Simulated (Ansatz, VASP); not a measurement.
## Ti: VASP beside Ansatz

File INCAR:

```
  PREC = Accurate
  ENCUT = 520
  EDIFF = 1E-6
  ISMEAR = -1
  SIGMA = 0.1
  LREAL = False
  LASPH = True
  NELM = 80
  ALGO = Normal
  ISIF = 2
  LWAVE = False
  LCHARG = False
  GGA = RP
  NBANDS = 12
```

File KPOINTS:

```
Automatic mesh
0
Gamma
  15 15 15
```

The input POSCAR:

```
Ti
1.0
    0.0000000000      2.0786501971      2.0786501971
    2.0786501971      0.0000000000      2.0786501971
    2.0786501971      2.0786501971      0.0000000000
Ti
1
Direct
    0.0000000000      0.0000000000      0.0000000000
```

Input for Ansatz:

```yaml
crystal:
  lattice:
    - [0.0, 2.0786501971, 2.0786501971]
    - [2.0786501971, 0.0, 2.0786501971]
    - [2.0786501971, 2.0786501971, 0.0]
  atoms:
    - { symbol: Ti, position: [0.0, 0.0, 0.0] }
hamiltonian:
  xc: rpbe
  pseudopotentials:
    kind: paw
    azcp:
      Ti: "pseudopotentials/Ti.paw.azcp"
basis:
  ecutwfc: 420
  fft_grid_basis: typed
kpoints:
  mp_grid: { grid: [15, 15, 15], shift: [0, 0, 0] }
magnetization:
  spin_polarized: false
scf:
  occupations: { method: fermi_dirac, width: 0.1 }
  lower_state_search: "off"
output:
  stress: true
```

Alike in both runs: task single point; functional RPBE; k mesh 15 × 15 × 15; occupations fermi-dirac, width 0.1 eV; no spin polarisation.

|  | VASP | Ansatz |
| --- | --- | --- |
| version | VASP 6.6.1 | Ansatz 0.2.0 |
| potentials or method | VASP PAW PBE potentials, release 64 (Ti_sv), cutoff 520 eV | plane waves (420 eV) with PAW, scalar-relativistic |
| valence electrons in the cell | 12 | 12 |

Ansatz gave:

- pressure (GPa): 0.0

Question: What did VASP give for the same quantities?

Answer: Pressure (GPa): -0.2.

VASP's potentials were made for PBE, not for RPBE.
